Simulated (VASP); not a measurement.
# SmInO (Pmmm) in VASP: single point with PBE

Aim: the single point of SmInO with PBE.

Program: VASP 6.6.1. These are calculated values, not measurements. Logs are shortened: lines on timing, memory, paths and dates and some standing lists are left out, and cuts for length are marked.

### 1 The cell of the first run

The structure is orthorhombic, space group Pmmm (No. 47). The conventional cell has a = 3.601 Å, b = 4.227 Å, c = 5.325 Å, α = 90.00°, β = 90.00°, γ = 90.00°. Within 4.3 Å of Sm (site symmetry mmm) lie 4 In at 3.21 Å and 4 Sm at 3.60 to 4.23 Å and 8 O at 3.85 Å. In (site symmetry mmm) has 2 O at 2.11 Å within 2.8 Å. O (site symmetry mmm) has 2 In at 2.11 Å within 2.8 Å.

The cell was generated, and may not be a known phase.

### 2 Single point, PBE

Contents of INCAR:

```
SYSTEM = SmInO
ALGO = All ; EDIFF = 1E-6
ENCUT = 800 ; GGA = PE
GGA_COMPAT = .FALSE. ; ISEARCH = 1
ISIF = 2 ; ISMEAR = 0
KPAR = 4 ; LASPH = .TRUE.
LCHARG = .FALSE. ; LMAXMIX = 6
LREAL = .FALSE. ; LWAVE = .FALSE.
NBANDS = 24 ; NELM = 300
PREC = Accurate ; SIGMA = 0.1
```

Contents of KPOINTS:

```
k-points
0
G
  6 4 4
  0 0 0
```

Contents of POSCAR:

```
SmInO
1.0
    3.6008548544      0.0000000000      0.0000000000
    0.0000000000      4.2270365019      0.0000000000
    0.0000000000      0.0000000000      5.3250379118
Sm In O
1 1 1
Direct
    0.0000000000      0.0000000000      0.0000000000
    0.5000000000      0.0000000000      0.5000000000
    0.5000000000      0.5000000000      0.5000000000
```

Potentials or basis: VASP PAW PBE potentials, release 64 (Sm, In_d, O).

Run with:

```
cat potpaw_PBE.64/Sm/POTCAR potpaw_PBE.64/In_d/POTCAR potpaw_PBE.64/O/POTCAR > POTCAR
mpirun -np 4 vasp_std > vasp.out
```

OUTCAR:

```text
SYSTEM = SmInO
   EDIFF = 1E-6
   ENCUT = 800
   GGA = PE
   ISIF = 2
   ISMEAR = 0
   LASPH = .TRUE.
   LREAL = .FALSE.
   NELM = 300
   PREC = Accurate

 ion  position               nearest neighbor table
   1  0.000  0.000  0.000-   2 3.21   2 3.21   2 3.21   2 3.21
   2  0.500  0.000  0.500-   3 2.11   3 2.11   1 3.21   1 3.21   1 3.21   1 3.21
   3  0.500  0.500  0.500-   2 2.11   2 2.11

  LATTYP: Found a simple orthorhombic cell.
 ALAT       =     3.6008548544
 B/A-ratio  =     1.1738980528
 C/A-ratio  =     1.4788260363

  Lattice vectors:

 A1 = (   3.6008548544,   0.0000000000,   0.0000000000)
 A2 = (   0.0000000000,   4.2270365019,   0.0000000000)
 A3 = (   0.0000000000,   0.0000000000,   5.3250379118)

Analysis of symmetry for initial positions (statically):
=====================================================================
 Subroutine PRICEL returns:
 Original cell was already a primitive cell.

 Routine SETGRP: Setting up the symmetry group for a
 simple orthorhombic supercell.

 Subroutine GETGRP returns: Found  8 space group operations
 (whereof  8 operations were pure point group operations)
 out of a pool of  8 trial point group operations.

The static configuration has the point symmetry D_2h.

Analysis of symmetry for dynamics (positions and initial velocities):
=====================================================================
 Subroutine PRICEL returns:
 Original cell was already a primitive cell.

 Routine SETGRP: Setting up the symmetry group for a
 simple orthorhombic supercell.

 Subroutine GETGRP returns: Found  8 space group operations
 (whereof  8 operations were pure point group operations)
 out of a pool of  8 trial point group operations.

The dynamic configuration has the point symmetry D_2h.

 Subroutine INISYM returns: Found  8 space group operations
 (whereof  8 operations are pure point group operations),
 and found     1 'primitive' translations

----------------------------------------------------------------------------------------

                                     Primitive cell

  volume of cell :      81.0521

  direct lattice vectors                    reciprocal lattice vectors
     3.600854854  0.000000000  0.000000000     0.277711832  0.000000000  0.000000000
[... 78 lines left out ...]
 SYSTEM =  SmInO
   PREC   = accura    normal or accurate (medium, high low for compatibility)
   ISTART =      0    job   : 0-new  1-cont  2-samecut
   ICHARG =      2    charge: 1-file 2-atom 10-const
   ISPIN  =      1    spin polarized calculation?
   LNONCOLLINEAR =      F non collinear calculations
   LSORBIT =      F    spin-orbit coupling
   LASPH  =      T    aspherical Exc in radial PAW
   ENCUT  =  800.0 eV  58.80 Ry    7.67 a.u.   8.30  9.75 12.28*2*pi/ulx,y,z
   NELM   =    300;   NELMIN=  2; NELMDL= -5     # of ELM steps
   EDIFF  = 0.1E-05   stopping-criterion for ELM
   LREAL  =      F    real-space projection
   EDIFFG = 0.1E-04   stopping-criterion for IOM
   NSW    =      0    number of steps for IOM
   IBRION =     -1    ionic relax: 0-MD 1-quasi-New 2-CG
   NFREE  =      0    steps in history (QN), initial steepest desc. (CG)
   ISIF   =      2    stress and relaxation
   ISYM   =      2    0-nonsym 1-usesym 2-fastsym
   POTIM  = 0.5000    time-step for ionic-motion
   TEBEG  =    0.0;   TEEND  =   0.0 temperature during run
   PSTRESS=    0.0 pullay stress
   NELECT =      35.0000    total number of electrons
   NUPDOWN=      -1.0000    fix difference up-down
   EMIN   =  10.00;   EMAX   =-10.00  energy-range for DOS
   EFERMI =   0.00;   METHOD = LEGACY
   ISMEAR =     0;   SIGMA  =   0.10  broadening in eV -4-tet -1-fermi 0-gaus
   EFERMI_NEDOS =   21; number of points for ismear=-14 and -15
   IALGO  =     58    algorithm
   IMIX   =      4    mixing-type and parameters
     AMIX     =   0.40;   BMIX     =  1.00
     AMIX_MAG =   1.60;   BMIX_MAG =  1.00
  volume/ion in A,a.u.               =      27.02       182.32
  Fermi-wavevector in a.u.,A,eV,Ry     =   1.237398  2.338343 20.832612  1.531154
  Thomas-Fermi vector in A             =   2.371967
   LORBIT       =      0    0 simple, 1 ext, 2 COOP (PROOUT), +10 PAW based schemes
   GGA     = PE    functional components
   LHFCALC =     F    Hartree Fock is set to
   AEXX    =    0.0000 exact exchange contribution
   IVDW    =     0    specifies the selected vdW correction
   LEPSILON=     F    determine dielectric tensor
   LRPA    =     F    only Hartree local field effects (RPA)
 non-spin polarized calculation
 Gauss-broadening in eV      SIGMA  =   0.10
  energy-cutoff  :      800.00
  volume of cell :       81.05
 maximum number of plane-waves:      4191
 NGX is ok and might be reduce to    36
   NGX = 17   NGY = 19   NGZ = 25

 number of electron      35.0000001 magnetization

 Free energy of the ion-electron system (eV)
  ---------------------------------------------------
  ext. energy  EPLUGINS =         0.00000000
  ---------------------------------------------------
  free energy    TOTEN  =       -12.40863069 eV

  energy without entropy =      -12.26664779  energy(sigma->0) =      -12.33763924

 E-fermi :   3.5624     XC(G=0):  -9.0775

 val. band max:        3.5621875472   @ k =   0.3333   0.2500   0.0000
 cond. band min:       3.5658799879   @ k =   0.3333   0.2500   0.5000
 fundamental gap:      0.0036924407
 Fermi energy:         3.5624421173

 k-point     1 :       0.0000    0.0000    0.0000
  band No.  band energies     occupation
      1     -36.4024      2.00000
      2     -16.2524      2.00000
      3     -16.2269      2.00000
      4     -15.8795      2.00000
      5     -14.5128      2.00000
      6     -10.6323      2.00000
[... 637 lines left out ...]
     23       3.8554      0.00003
     24       5.5121      0.00000

 [... further k-points ...]
[... 5 lines left out ...]
  --------------------------------------------------------------------------------------
  -------------------------------------------------------------------------------------
  Total       -0.0225648      1.7542470      0.1018820      0.0000000      0.0000000      0.0000000
  in kB       -0.4460444     34.6766400      2.0139277      0.0000000      0.0000000      0.0000000
  external PRESSURE =      12.0815078 kB  Pullay stress =       0.0000000 kB

 VOLUME and BASIS-vectors are now :
 -----------------------------------------------------------------------------
  energy-cutoff  :      800.00
  volume of cell :       81.05
      direct lattice vectors                 reciprocal lattice vectors
     3.600854854  0.000000000  0.000000000     0.277711832  0.000000000  0.000000000
     0.000000000  4.227036502  0.000000000     0.000000000  0.236572360  0.000000000
     0.000000000  0.000000000  5.325037912     0.000000000  0.000000000  0.187792090

 POSITION                                       TOTAL-FORCE (eV/Angst)
 -----------------------------------------------------------------------------------
      0.00000      0.00000      0.00000         0.000000      0.000000      0.000000
      1.80043      0.00000      2.66252         0.000000      0.000000      0.000000
      1.80043      2.11352      2.66252         0.000000      0.000000      0.000000
 -----------------------------------------------------------------------------------
    total drift:                                0.000000     -0.000000      0.000000

  FREE ENERGIE OF THE ION-ELECTRON SYSTEM (eV)
  ---------------------------------------------------
  free  energy   TOTEN  =       -12.4086306914 eV

  energy  without entropy=      -12.2666777277  energy(sigma->0) =      -12.33765421
```

stdout:

```text
POSCAR found type information on POSCAR SmInO
 POSCAR found :  3 types and       3 ions
 scaLAPACK will be used
 LDA part: xc-table for (Slater+PW92), standard interpolation
 POSCAR, INCAR and KPOINTS ok, starting setup
[... 98 lines left out ...]
 gam= 0.790 trial= 0.205  step=  0.6630 mean=  0.2052
 gam= 0.557 g(H,U,f)=  0.856E-03 0.423E-03 0.449E-03 ort(H,U,f) =-0.196E-03-0.961E-04 0.317E-03
 gam= 0.557 trial= 0.251  step=  0.2135 mean=  0.2510
 gam= 0.884 g(H,U,f)=  0.436E-03 0.937E-03 0.155E-03 ort(H,U,f) = 0.356E-03-0.276E-03-0.754E-04
 gam= 0.884 trial= 0.247  step=  0.3422 mean=  0.2472
 gam= 1.218 g(H,U,f)=  0.580E-03 0.980E-03 0.299E-03 ort(H,U,f) =-0.638E-04-0.207E-03 0.256E-03
 gam= 1.218 trial= 0.257  step=  0.1136 mean=  0.2567
 gam= 0.670 g(H,U,f)=  0.695E-03 0.314E-03 0.238E-03 ort(H,U,f) =-0.196E-03-0.235E-03 0.442E-0
```

It took 5.7 min on 4 MPI ranks of Intel Xeon Platinum 8259CL at 2.50GHz (Skylake/Cascade Lake), shared host; peak memory 0.48 GiB.

Results:

| Item | Value |
| --- | --- |
| Free energy | -12.4086 eV |
| Pressure | 1.2 GPa |
| Band gap on the k mesh | zero (an odd number of electrons rules out a gap without spin polarisation) |

Caveat: the k points lie up to 0.37 Å⁻¹ apart, too coarse for converged energies and pressures of a metal; spin-orbit coupling is left out, which moves the levels of the heavy elements; the run has no spin polarisation, though such a crystal can be magnetic; semilocal functionals describe open f shells poorly, which spoils levels, moments and volumes.
